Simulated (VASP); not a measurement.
Crystal: VO2.

```
V O
1.0
     4.44629    0.00000    0.00000
     0.00000    4.44629    0.00000
     0.00000    0.00000    3.00330
V O
2 4
Direct
  0.50000 0.50000 0.50000
  0.00000 0.00000 0.00000
  0.20036 0.79964 0.50000
  0.79964 0.20036 0.50000
  0.70036 0.70036 0.00000
  0.29964 0.29964 0.00000
```

Program: VASP 6.6.1. Alike in all runs: task single point; potentials or basis VASP PAW PBE potentials, release 64 (V_sv, O); spin collinear, ferromagnetic start; cell as given; k mesh 6 × 6 × 9; cutoff (eV) 600; smearing fermi-dirac 0.05 eV.

Task: Order these runs on this cell by their pressure, lowest first.
A. level BLYP
B. level RPBE
C. level PBEsol+D3(BJ)

Result: C (-10.8 GPa), B (6.2 GPa), A (7.8 GPa).

Caveats: the PAW data sets were made with another functional, which shifts forces and pressure a little; the stress differs along the axes, from -6 to 12 GPa (at least some runs); the stress differs along the axes, from -24 to -4 GPa (at least some runs); the stress differs along the axes, from -4 to 14 GPa (at least some runs).
